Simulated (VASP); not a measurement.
# Sn (Immm) in VASP: relaxation of cell and atoms with PBEsol

Aim: the relaxation of cell and atoms of Sn with PBEsol.

Program: VASP 6.6.1. These are calculated values, not measurements. Logs are shortened: lines on timing, memory, paths and dates and some standing lists are left out, and cuts for length are marked.

**1. The cell of the first run**

Symmetry: Immm, No. 71, orthorhombic system. Conventional cell: a = 3.453 Å, b = 3.551 Å, c = 4.677 Å, α = 90.00°, β = 90.00°, γ = 90.00°. Sn (site symmetry mmm) has 14 Sn at 3.41 to 4.68 Å within 4.7 Å.

**2. Relaxation of cell and atoms, PBEsol**

Contents of INCAR:

```
PREC     = Accurate       # precision mode
ENCUT    = 600            # plane-wave cutoff, eV
EDIFF    = 1E-6           # SCF threshold, eV
ISMEAR   = 0              # smearing method
SIGMA    = 0.1            # smearing width, eV
LREAL    = False          # projectors in reciprocal space
LASPH    = True           # aspherical terms in the spheres
NELM     = 60             # most SCF steps
ALGO     = Fast           # electronic algorithm
ISIF     = 3              # what is computed and relaxed
LWAVE    = False          # write WAVECAR
LCHARG   = False          # write CHGCAR
GGA      = PS             # functional
IBRION   = 2              # ionic algorithm
NSW      = 100            # ionic steps
EDIFFG   = -0.01          # ionic threshold
```

Contents of KPOINTS:

```
Automatic mesh
0
Gamma
  22 22 22
```

Contents of POSCAR:

```
Sn
1.0
   -1.7265390000      1.7755470000      2.3383420000
    1.7265390000     -1.7755470000      2.3383420000
    1.7265390000      1.7755470000     -2.3383420000
Sn
1
Direct
    0.0000000000      0.0000000000      0.0000000000
```

Potentials or basis: VASP PAW PBE potentials, release 64 (Sn_d).

Command:

```console
$ cat potpaw_PBE.64/Sn_d/POTCAR > POTCAR
$ mpirun -np 1 vasp_std > vasp.out
```

OUTCAR:

```text
PREC = Accurate
   ENCUT = 600
   EDIFF = 1E-6
   ISMEAR = 0
   LREAL = False
   LASPH = True
   NELM = 60
   ISIF = 3
   GGA = PS
   IBRION = 2
   NSW = 100
   EDIFFG = -0.01

 ion  position               nearest neighbor table
   1  0.000  0.000  0.000-

  LATTYP: Found a body centered orthorhombic cell.
 ALAT       =     3.4530780000
 B/A-ratio  =     1.0283851103
 C/A-ratio  =     1.3543522620

  Lattice vectors:

 A1 = (  -1.7265390000,   1.7755470000,   2.3383420000)
 A2 = (   1.7265390000,  -1.7755470000,   2.3383420000)
 A3 = (   1.7265390000,   1.7755470000,  -2.3383420000)

Analysis of symmetry for initial positions (statically):
=====================================================================
 Subroutine PRICEL returns:
 Original cell was already a primitive cell.

 Routine SETGRP: Setting up the symmetry group for a
 body centered orthorhombic supercell.

 Subroutine GETGRP returns: Found  8 space group operations
 (whereof  8 operations were pure point group operations)
 out of a pool of  8 trial point group operations.

The static configuration has the point symmetry D_2h.

Analysis of symmetry for dynamics (positions and initial velocities):
=====================================================================
 Subroutine PRICEL returns:
 Original cell was already a primitive cell.

 Routine SETGRP: Setting up the symmetry group for a
 body centered orthorhombic supercell.

 Subroutine GETGRP returns: Found  8 space group operations
 (whereof  8 operations were pure point group operations)
 out of a pool of  8 trial point group operations.

The dynamic configuration has the point symmetry D_2h.

 Subroutine INISYM returns: Found  8 space group operations
 (whereof  8 operations are pure point group operations),
 and found     1 'primitive' translations

----------------------------------------------------------------------------------------

                                     Primitive cell

  volume of cell :      28.6732

  direct lattice vectors                    reciprocal lattice vectors
    -1.726539000  1.775547000  2.338342000     0.000000000  0.281603359  0.213826720
     1.726539000 -1.775547000  2.338342000     0.289596702  0.000000000  0.213826720
     1.726539000  1.775547000 -2.338342000     0.289596702  0.281603359  0.000000000

  length of vectors
     3.406075069  3.406075069  3.406075069     0.353584952  0.359983494  0.403938983

  position of ions in fractional coordinates (direct lattice)
     0.000000000  0.000000000  0.000000000

  ion indices of the primitive-cell ions
   primitive index   ion index
                 1           1

----------------------------------------------------------------------------------------

 KPOINTS: Automatic mesh

Automatic generation of k-mesh.
 Grid dimensions read from file:
 generate k-points for:   22   22   22

 Generating k-lattice:

  Cartesian coordinates                     Fractional coordinates (reciprocal lattice)
     0.000000000  0.012800153  0.009719396     0.045454545  0.000000000 -0.000000000
     0.013163486  0.000000000  0.009719396     0.000000000  0.045454545  0.000000000
     0.013163486  0.012800153  0.000000000    -0.000000000  0.000000000  0.045454545

  Length of vectors
     0.016072043  0.016362886  0.018360863

  Shift w.r.t. Gamma in fractional coordinates (k-lattice)
     0.000000000  0.000000000  0.000000000

 Subroutine IBZKPT returns following result:
 ===========================================

 Found   1530 irreducible k-points:

 Following reciprocal coordinates:
            Coordinates               Weight
  0.000000  0.000000  0.000000      1.000000
  0.045455  0.000000  0.000000      4.000000
  0.090909  0.000000  0.000000      4.000000
  0.136364  0.000000  0.000000      4.000000
  0.181818 -0.000000  0.000000      4.000000
  0.227273  0.000000  0.000000      4.000000
[... 16 lines left out ...]
  0.454545  0.045455  0.000000      8.000000
  0.500000  0.045455  0.000000      8.000000
 [... further k-points ...]
   k-points           NKPTS =   1530   k-points in BZ     NKDIM =   1530   number of bands    NBANDS=     11
   number of dos      NEDOS =    301   number of ions     NIONS =      1
   total plane-waves  NPLWV =  21952
   dimension x,y,z NGX =    28 NGY =   28 NGZ =   28
   dimension x,y,z NGXF=    56 NGYF=   56 NGZF=   56
   ions per type =               1
   NGX,Y,Z   is equivalent  to a cutoff of  13.67, 13.67, 13.67 a.u.
   NGXF,Y,Z  is equivalent  to a cutoff of  27.33, 27.33, 27.33 a.u.
 SYSTEM =  unknown system
   PREC   = accura    normal or accurate (medium, high low for compatibility)
   ISTART =      0    job   : 0-new  1-cont  2-samecut
   ICHARG =      2    charge: 1-file 2-atom 10-const
   ISPIN  =      1    spin polarized calculation?
   LNONCOLLINEAR =      F non collinear calculations
   LSORBIT =      F    spin-orbit coupling
   LASPH  =      T    aspherical Exc in radial PAW
   ENCUT  =  600.0 eV  44.10 Ry    6.64 a.u.   6.80  6.80  6.80*2*pi/ulx,y,z
   NELM   =     60;   NELMIN=  2; NELMDL= -5     # of ELM steps
   EDIFF  = 0.1E-05   stopping-criterion for ELM
   LREAL  =      F    real-space projection
   EDIFFG = -.1E-01   stopping-criterion for IOM
   NSW    =    100    number of steps for IOM
   IBRION =      2    ionic relax: 0-MD 1-quasi-New 2-CG
   NFREE  =      1    steps in history (QN), initial steepest desc. (CG)
   ISIF   =      3    stress and relaxation
   ISYM   =      2    0-nonsym 1-usesym 2-fastsym
   POTIM  = 0.5000    time-step for ionic-motion
   TEBEG  =    0.0;   TEEND  =   0.0 temperature during run
   PSTRESS=    0.0 pullay stress
   NELECT =      14.0000    total number of electrons
   NUPDOWN=      -1.0000    fix difference up-down
   EMIN   =  10.00;   EMAX   =-10.00  energy-range for DOS
   EFERMI =   0.00;   METHOD = LEGACY
   ISMEAR =     0;   SIGMA  =   0.10  broadening in eV -4-tet -1-fermi 0-gaus
   EFERMI_NEDOS =   21; number of points for ismear=-14 and -15
   IALGO  =     68    algorithm
   IMIX   =      4    mixing-type and parameters
     AMIX     =   0.40;   BMIX     =  1.00
     AMIX_MAG =   1.60;   BMIX_MAG =  1.00
  volume/ion in A,a.u.               =      28.67       193.50
  Fermi-wavevector in a.u.,A,eV,Ry     =   1.289116  2.436076 22.610433  1.661820
  Thomas-Fermi vector in A             =   2.421028
   LORBIT       =      0    0 simple, 1 ext, 2 COOP (PROOUT), +10 PAW based schemes
   GGA     = PS    functional components
   LHFCALC =     F    Hartree Fock is set to
   AEXX    =    0.0000 exact exchange contribution
   IVDW    =     0    specifies the selected vdW correction
   LEPSILON=     F    determine dielectric tensor
   LRPA    =     F    only Hartree local field effects (RPA)
 conjugate gradient relaxation of ions
 non-spin polarized calculation
 RMM-DIIS sequential band-by-band and
 Gauss-broadening in eV      SIGMA  =   0.10
  energy-cutoff  :      600.00
  volume of cell :       28.67
 maximum number of plane-waves:       974
   NGX = 13   NGY = 13   NGZ = 13

--------------------------------------- Ionic step        1  -------------------------------------------

 number of electron      13.9999998 magnetization

 Free energy of the ion-electron system (eV)
  ---------------------------------------------------
  ext. energy  EPLUGINS =         0.00000000
  ---------------------------------------------------
  free energy    TOTEN  =        -4.20937702 eV

  energy without entropy =       -4.20687910  energy(sigma->0) =       -4.20812806

------------------------ aborting loop because EDIFF is reached ----------------------------------------

  FORCE on cell =-STRESS in cart. coord.  units (eV):
  Direction    XX          YY          ZZ          XY          YZ          ZX
  --------------------------------------------------------------------------------------
  -------------------------------------------------------------------------------------
  Total       -0.5864504     -0.7037580     -0.6257936     -0.0000000      0.0000000      0.0000000
  in kB      -32.7691590    -39.3239671    -34.9675434     -0.0000000      0.0000000      0.0000000
  external PRESSURE =     -35.6868898 kB  Pullay stress =       0.0000000 kB
[... 86 lines left out ...]
  FREE ENERGIE OF THE ION-ELECTRON SYSTEM (eV)
  ---------------------------------------------------
  free  energy   TOTEN  =        -4.2367250076 eV

  energy  without entropy=       -4.2345513365  energy(sigma->0) =       -4.23563817

[... ionic steps 4 to 8 ...]

--------------------------------------- Ionic step        9  -------------------------------------------

 number of electron      14.0000005 magnetization

------------------------ aborting loop because EDIFF is reached ----------------------------------------

  FORCE on cell =-STRESS in cart. coord.  units (eV):
  Direction    XX          YY          ZZ          XY          YZ          ZX
  --------------------------------------------------------------------------------------
  -------------------------------------------------------------------------------------
  Total       -0.0001217     -0.0014465     -0.0192362     -0.0000000      0.0000000      0.0000000
  in kB       -0.0073684     -0.0875457     -1.1642376     -0.0000000      0.0000000      0.0000000
  external PRESSURE =      -0.4197172 kB  Pullay stress =       0.0000000 kB
[... 55 lines left out ...]
  energy  without entropy=       -4.2356539973  energy(sigma->0) =       -4.23673760

--------------------------------------- Ionic step       11  -------------------------------------------

 number of electron      14.0000005 magnetization

 Free energy of the ion-electron system (eV)
  ---------------------------------------------------
  ext. energy  EPLUGINS =         0.00000000
  ---------------------------------------------------
  free energy    TOTEN  =        -4.23784153 eV

  energy without entropy =       -4.23568697  energy(sigma->0) =       -4.23676425

 E-fermi :   8.3242     XC(G=0): -10.6284

 val. band max:        8.3202119434   @ k =  -0.3182   0.5000   0.1364
 cond. band min:       8.3263599925   @ k =   0.5000  -0.3182   0.1364
 fundamental gap:      0.0061480491
 Fermi energy:         8.3242319370

 k-point     1 :       0.0000    0.0000    0.0000
  band No.  band energies     occupation
      1     -13.1739      2.00000
      2     -13.1735      2.00000
      3     -13.1232      2.00000
      4     -13.1030      2.00000
      5     -13.0437      2.00000
      6      -3.0423      2.00000
      7      16.1215      0.00000
      8      16.2810      0.00000
      9      16.2929      0.00000
     10      19.0284      0.00000
     11      20.2735      0.00000
[... 309 lines left out ...]
 k-point    24 :       0.5000    0.0455    0.0000
  band No.  band energies     occupation
      1     -13.1743      2.00000
      2     -13.1576      2.00000
      3     -13.1224      2.00000
      4     -13.0008      2.00000
      5     -12.9777      2.00000
      6       1.4437      2.00000
      7       3.6371      2.00000
      8      13.2756      0.00000
      9      14.4501      0.00000
     10      17.9740      0.00000
     11      18.4860      0.00000

 [... further k-points ...]

------------------------ aborting loop because EDIFF is reached ----------------------------------------

  FORCE on cell =-STRESS in cart. coord.  units (eV):
  Direction    XX          YY          ZZ          XY          YZ          ZX
  --------------------------------------------------------------------------------------
  -------------------------------------------------------------------------------------
  Total       -0.0009459     -0.0040633     -0.0059230      0.0000000      0.0000000      0.0000000
  in kB       -0.0572734     -0.2460263     -0.3586263      0.0000000      0.0000000      0.0000000
  external PRESSURE =      -0.2206420 kB  Pullay stress =       0.0000000 kB
[... 16 lines left out ...]
  FREE ENERGIE OF THE ION-ELECTRON SYSTEM (eV)
  ---------------------------------------------------
  free  energy   TOTEN  =        -4.2378415252 eV

  energy  without entropy=       -4.2356869696  energy(sigma->0) =       -4.23676425

 reached required accuracy - stopping structural energy minimisation
```

Wall time 66 min (1 thread of Oxide Virtual Turin-like, shared host); peak memory 0.66 GiB.

What came out:

```
Free energy                           : -4.2378 eV
Relaxed volume                        : 26.46 Å³/atom
Relaxed cell                          : a = 3.306 Å, b = 3.306 Å, c = 3.306 Å, α = 117.46°, β = 117.42°, γ = 94.50°
Space group after relaxing (to 0.1 Å) : I4/mmm (No. 139)
Energy gained by relaxing             : 28.5 meV/atom
Ionic steps                           : 11
Pressure after relaxing               : 0.0 GPa
Band gap on the k mesh                : zero (bands 7 and 8 overlap by 10.07 eV)
```

The path:
| step | energy change (eV) | largest force (eV/Å) | pressure (GPa) | volume (Å³) |
| --- | --- | --- | --- | --- |
| 1 | 0.0000 | 0.0000 | -3.57 | 28.67 |
| 2 | -0.0265 | 0.0000 | 0.80 | 26.10 |
| 3 | -0.0273 | 0.0000 | 0.05 | 26.45 |
| 4 | -0.0273 | 0.0000 | -0.13 | 26.49 |
| 5 | -0.0278 | 0.0000 | -0.01 | 26.48 |
| 6 | -0.0283 | 0.0000 | 0.02 | 26.45 |
| 7 | -0.0283 | 0.0000 | 0.00 | 26.46 |
| 8 | -0.0283 | 0.0000 | 0.00 | 26.46 |
| 9 | -0.0284 | 0.0000 | -0.04 | 26.47 |
| 10 | -0.0284 | 0.0000 | -0.10 | 26.49 |
| 11 | -0.0285 | 0.0000 | -0.02 | 26.46 |

Final structure:
```xyz
1
Lattice="-1.7163 1.7173 2.2445 1.7163 -1.7173 2.2445 1.7163 1.7173 -2.2445" Properties=species:S:1:pos:R:3 pbc="T T T"
Sn    0.0000    0.0000    0.0000
```

Levels at points of the mesh, in eV from the Fermi level:
| k point | band 5 | band 6 | band 7 | band 8 | band 9 | band 10 |
| --- | --- | --- | --- | --- | --- | --- |
| (0.00, 0.00, 0.00) | -21.37 | -11.37 | 7.80 | 7.96 | 7.97 | 10.70 |
| (0.50, 0.00, 0.00) | -21.30 | -6.86 | -4.80 | 5.26 | 6.39 | 9.87 |
| (0.00, 0.50, 0.00) | -21.30 | -6.85 | -4.80 | 5.25 | 6.38 | 9.86 |
| (0.50, 0.50, 0.00) | -21.27 | -5.28 | -4.00 | 2.20 | 2.72 | 5.89 |
| (0.50, 0.50, 0.50) | -21.28 | -4.09 | -3.24 | 1.38 | 1.40 | 4.70 |

Caveat: the PAW data sets were made with another functional, which shifts forces and pressure a little; spin-orbit coupling is left out, which moves the levels of the heavy elements.
